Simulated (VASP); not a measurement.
# RbGeBr2 (P-6m2) in VASP: a series of runs, part 2 of 2

VASP 6.6.1.

### Step 4. Relaxation of cell and atoms, PBE

INCAR

```
PREC = Accurate
ENCUT = 600
EDIFF = 1E-7
ISMEAR = 0
SIGMA = 0.1
LREAL = F
LASPH = T
NELM = 100
ALGO = Normal
ISIF = 3
LWAVE = F
LCHARG = F
GGA = PE
IBRION = 2
NSW = 90
EDIFFG = -0.04
```

KPOINTS

```
Automatic mesh
0
Gamma
  6 6 2
```

POSCAR

```
RbGeBr2
1.0
    4.0422721300      0.0000000000      0.0000000000
   -2.0211360600      3.5007103500      0.0000000000
    0.0000000000      0.0000000000      7.9228533700
Rb Ge Br
1 1 2
Direct
    0.0000000000      0.0000000000      0.0000000000
    0.0000000000      0.0000000000      0.5000000000
    0.3333333300      0.6666666700      0.2500000000
    0.3333333300      0.6666666700      0.7500000000
```

Run with:

```
$ cat potpaw_PBE.64/Rb_sv/POTCAR potpaw_PBE.64/Ge_d/POTCAR potpaw_PBE.64/Br/POTCAR > POTCAR
$ mpirun -np 1 vasp_std > vasp.out
```

Run time: 2.6 min. Hardware: 1 thread of AMD EPYC 9R45 (Zen 5), shared host; peak memory 0.24 GiB.

The run converged. Its results:

```
Free energy                           : -11.0744 eV
Relaxed volume                        : 32.54 Å³/atom
Relaxed cell                          : a = 4.072 Å, b = 4.072 Å, c = 9.064 Å, α = 90.00°, β = 90.00°, γ = 120.00°
Space group after relaxing (to 0.1 Å) : P-6m2 (No. 187)
Energy gained by relaxing             : 143.3 meV/atom
Ionic steps                           : 7
Pressure after relaxing               : -0.1 GPa
Largest force after relaxing          : 0.009 eV/Å
Band gap on the k mesh                : zero (an odd number of electrons rules out a gap without spin polarisation)
```

Forces on the atoms (eV/Å):
```
Rb   0.000  0.000  0.000
Ge   0.000  0.000  0.000
Br   0.000  0.000 -0.009
Br   0.000  0.000  0.009
```

Stress tensor (GPa, compression positive):
```
-0.02  0.00  0.00
 0.00 -0.02  0.00
 0.00  0.00 -0.15
```

Step by step:
```tsv
step	energy change (eV)	largest force (eV/Å)	pressure (GPa)	volume (Å³)
1	0.0000	0.7845	6.50	112.11
2	-0.5023	0.3559	0.51	131.51
3	-0.5176	0.2677	-0.60	138.06
4	-0.5188	0.2844	-0.38	136.68
5	-0.5369	0.2335	-0.34	135.49
6	-0.5699	0.0690	-0.17	131.84
7	-0.5730	0.0087	-0.07	130.18
```

Final structure:
```cif
data_structure
_symmetry_space_group_name_H-M 'P 1'
_symmetry_Int_Tables_number 1
_cell_length_a 4.0723
_cell_length_b 4.0723
_cell_length_c 9.0640
_cell_angle_alpha 90.000
_cell_angle_beta 90.000
_cell_angle_gamma 120.000
_cell_volume 130.18
loop_
_atom_site_label
_atom_site_type_symbol
_atom_site_fract_x
_atom_site_fract_y
_atom_site_fract_z
_atom_site_occupancy
Rb1 Rb 0.00000 0.00000 0.00000 1
Ge1 Ge 0.00000 0.00000 0.50000 1
Br1 Br 0.33333 0.66667 0.26510 1
Br2 Br 0.33333 0.66667 0.73490 1
```

Levels at points of the mesh, in eV from the Fermi level:
| k point | band 14 | band 15 | band 16 | band 17 | band 18 | band 19 | band 20 | band 21 | band 22 |
| --- | --- | --- | --- | --- | --- | --- | --- | --- | --- |
| (0.00, 0.00, 0.00) | -3.57 | -2.99 | -2.99 | -2.85 | -2.85 | 0.70 | 1.65 | 1.65 | 1.79 |
| (0.50, 0.00, 0.00) | -4.79 | -3.63 | -3.61 | -3.47 | -3.29 | -0.32 | 0.91 | 1.33 | 2.60 |
| (0.00, 0.00, 0.50) | -2.99 | -2.99 | -2.90 | -2.85 | -2.85 | 0.10 | 1.67 | 1.67 | 2.20 |
| (0.50, 0.00, 0.50) | -4.74 | -3.72 | -3.64 | -3.56 | -3.18 | -0.06 | 0.90 | 1.27 | 2.87 |

Caveat: the k points lie up to 0.35 Å⁻¹ apart in the final cell, too coarse for converged energies and pressures of a metal; the volume moved by over 15 % at a fixed basis, so the end points are rough; an odd number of electrons without spin polarisation forces a metal; a magnetic or distorted state may lie lower.

### Step 5. Single point, PBE

This run uses another cell than the first one, of 32.47 Å³/atom.

INCAR

```
SYSTEM = RbGeBr2
ALGO = Normal
EDIFF = 1E-6
ENCUT = 520
GGA = PE
ISIF = 2
ISMEAR = 0
LASPH = .TRUE.
LCHARG = .FALSE.
LREAL = .FALSE.
LWAVE = .FALSE.
NBANDS = 26
NELM = 80
PREC = Accurate
SIGMA = 0.1
```

KPOINTS

```
k-points
0
G
  12 12 6
  0 0 0
```

POSCAR

```
RbGeBr2
1.0
    4.0669956142      0.0000000000      0.0000000000
   -2.0334978071      3.5221215190      0.0000000000
    0.0000000000      0.0000000000      9.0681479446
Rb Ge Br
1 1 2
Direct
    0.0000000000      0.0000000000      0.0000000000
    0.0000000000      0.0000000000      0.5000000000
    0.3333333333      0.6666666667      0.2643035725
    0.3333333333      0.6666666667      0.7356964275
```

Run with:

```
$ cat potpaw_PBE.64/Rb_sv/POTCAR potpaw_PBE.64/Ge_d/POTCAR potpaw_PBE.64/Br/POTCAR > POTCAR
$ mpirun -np 1 vasp_std > vasp.out
```

Wall time 2.5 min (1 thread of AMD EPYC 9R45 (Zen 5), shared host); peak memory 0.39 GiB.

The run converged. Its results:

```
Free energy            : -11.0684 eV
Pressure               : 0.0 GPa
Largest force          : 0.008 eV/Å
Band gap on the k mesh : zero (an odd number of electrons rules out a gap without spin polarisation)
```

Forces in eV/Å, atoms in the order of the input:
```
Rb   0.000  0.000  0.000
Ge   0.000  0.000  0.000
Br   0.000  0.000  0.008
Br   0.000  0.000 -0.008
```

Levels at points of the mesh, in eV from the Fermi level:
| k point | band 14 | band 15 | band 16 | band 17 | band 18 | band 19 | band 20 | band 21 | band 22 | band 23 |
| --- | --- | --- | --- | --- | --- | --- | --- | --- | --- | --- |
| (0.00, 0.00, 0.00) | -3.61 | -3.00 | -3.00 | -2.87 | -2.87 | 0.68 | 1.63 | 1.63 | 1.78 | 3.63 |
| (0.50, 0.00, 0.00) | -4.81 | -3.66 | -3.64 | -3.49 | -3.31 | -0.37 | 0.87 | 1.29 | 2.57 | 4.56 |
| (0.00, 0.00, 0.50) | -3.01 | -3.01 | -2.93 | -2.87 | -2.87 | 0.08 | 1.65 | 1.65 | 2.19 | 4.53 |
| (0.50, 0.00, 0.50) | -4.76 | -3.75 | -3.68 | -3.58 | -3.20 | -0.11 | 0.86 | 1.23 | 2.84 | 4.65 |

Caveat: an odd number of electrons without spin polarisation forces a metal; a magnetic or distorted state may lie lower.

### Step 6. Relaxation of cell and atoms, PBE

This run uses another cell than the first one, of 32.59 Å³/atom.

INCAR

```
SYSTEM = RbGeBr2
PREC = Accurate
ENCUT = 600
EDIFF = 1E-7
ISMEAR = 0
SIGMA = 0.1
LREAL = .False.
LASPH = .True.
NELM = 100
ALGO = Normal
ISIF = 3
LWAVE = .False.
LCHARG = .False.
GGA = PE
IBRION = 2
NSW = 100
EDIFFG = -0.01
```

KPOINTS

```
Automatic mesh
0
Gamma
  12 12 6
  0 0 0
```

POSCAR

```
RbGeBr2
1.0
    4.1023775722      0.0000000000      0.0000000000
   -2.0511887861      3.5527631934      0.0000000000
    0.0000000000      0.0000000000      8.9448984551
Rb Ge Br
1 1 2
Direct
    0.0000000000      0.0000000000      0.0000000000
    0.0000000000      0.0000000000      0.5000000000
    0.3333333333      0.6666666667      0.2653953339
    0.3333333333      0.6666666667      0.7346046661
```

Potentials or basis: VASP PAW PBE potentials, release 64 (Rb_sv, Ge_d, Br).

Run with:

```
$ cat potpaw_PBE.64/Rb_sv/POTCAR potpaw_PBE.64/Ge_d/POTCAR potpaw_PBE.64/Br/POTCAR > POTCAR
$ mpirun -np 1 vasp_std > vasp.out
```

It took 12 min on 1 thread of AMD EPYC 9R45 (Zen 5), shared host; peak memory 0.49 GiB.

The run converged. Its results:

* Free energy: -11.0683 eV
* Relaxed volume: 32.42 Å³/atom
* Relaxed cell: a = 4.062 Å, b = 4.062 Å, c = 9.076 Å, α = 90.00°, β = 90.00°, γ = 120.00°
* Space group after relaxing (to 0.1 Å): P-6m2 (No. 187)
* Energy gained by relaxing: 1.0 meV/atom
* Ionic steps: 6
* Pressure after relaxing: 0.0 GPa
* Largest force after relaxing: 0.004 eV/Å
* Band gap on the k mesh: zero (an odd number of electrons rules out a gap without spin polarisation)

Forces in eV/Å, atoms in the order of the input:
```
Rb   0.000  0.000  0.000
Ge   0.000  0.000  0.000
Br   0.000  0.000 -0.004
Br   0.000  0.000  0.004
```

Step by step:
```csv
step,energy change (eV),largest force (eV/Å),pressure (GPa),volume (Å³)
1,0.0000,0.0249,0.11,130.37
2,-0.0019,0.0221,-0.01,130.79
3,-0.0028,0.0192,-0.13,131.22
4,-0.0028,0.0185,-0.17,131.33
5,-0.0036,0.0128,-0.10,130.67
6,-0.0040,0.0035,0.01,129.67
```

Final structure:
```
CELL_PARAMETERS angstrom
4.06174 0.00000 0.00000
-2.03087 3.51757 0.00000
0.00000 0.00000 9.07555
ATOMIC_POSITIONS crystal
Rb 0.00000 0.00000 0.00000
Ge 0.00000 0.00000 0.50000
Br 0.33333 0.66667 0.26463
Br 0.33333 0.66667 0.73537
```

Levels at points of the mesh, in eV from the Fermi level:
| k point | band 16 | band 17 | band 18 | band 19 | band 20 | band 21 |
| --- | --- | --- | --- | --- | --- | --- |
| (0.00, 0.00, 0.00) | -3.00 | -2.87 | -2.87 | 0.68 | 1.64 | 1.64 |
| (0.50, 0.00, 0.00) | -3.65 | -3.49 | -3.31 | -0.37 | 0.88 | 1.30 |
| (0.00, 0.00, 0.50) | -2.93 | -2.86 | -2.86 | 0.08 | 1.66 | 1.66 |
| (0.50, 0.00, 0.50) | -3.68 | -3.58 | -3.20 | -0.11 | 0.86 | 1.24 |

Caveat: an odd number of electrons without spin polarisation forces a metal; a magnetic or distorted state may lie lower.

### Step 7. Overview

```tsv
task	cell	k mesh	cutoff (eV)	gap on the mesh (eV)	pressure (GPa)	relaxed volume (Å³/atom)	largest force (eV/Å)
single point	a = 4.042, b = 4.042, c = 7.923 Å, angles 90.0, 90.0, 120.0°, 4 atoms, atomic positions A	6 × 6 × 2	520	none	6.5	-	0.78
single point	a = 4.102, b = 4.102, c = 8.945 Å, angles 90.0, 90.0, 120.0°, 4 atoms, atomic positions B	6 × 6 × 2	520	none	0.1	-	0.01
relaxation of cell and atoms	relaxed from a = 4.042, b = 4.042, c = 7.923 Å, angles 90.0, 90.0, 120.0°, 4 atoms, atomic positions A	6 × 6 × 2	600	none	-0.1	32.54	0.01
single point	a = 4.067, b = 4.067, c = 9.068 Å, angles 90.0, 90.0, 120.0°, 4 atoms, atomic positions B	12 × 12 × 6	520	none	0.0	-	0.01
relaxation of cell and atoms	relaxed from a = 4.102, b = 4.102, c = 8.945 Å, angles 90.0, 90.0, 120.0°, 4 atoms, atomic positions B	12 × 12 × 6	600	none	0.0	32.42	-
```

Alike in all rows: level PBE; potentials or basis VASP PAW PBE potentials, release 64 (Rb_sv, Ge_d, Br); no spin polarisation; smearing gaussian 0.1 eV.

Caveats: some runs use coarse meshes; an odd number of electrons without spin polarisation forces a metal; a magnetic or distorted state may lie lower; the volume moved by over 15 % at a fixed basis, so the end points are rough (at least some runs).

Total energies depend on the potentials used, so only differences within one code and one set of settings carry meaning.
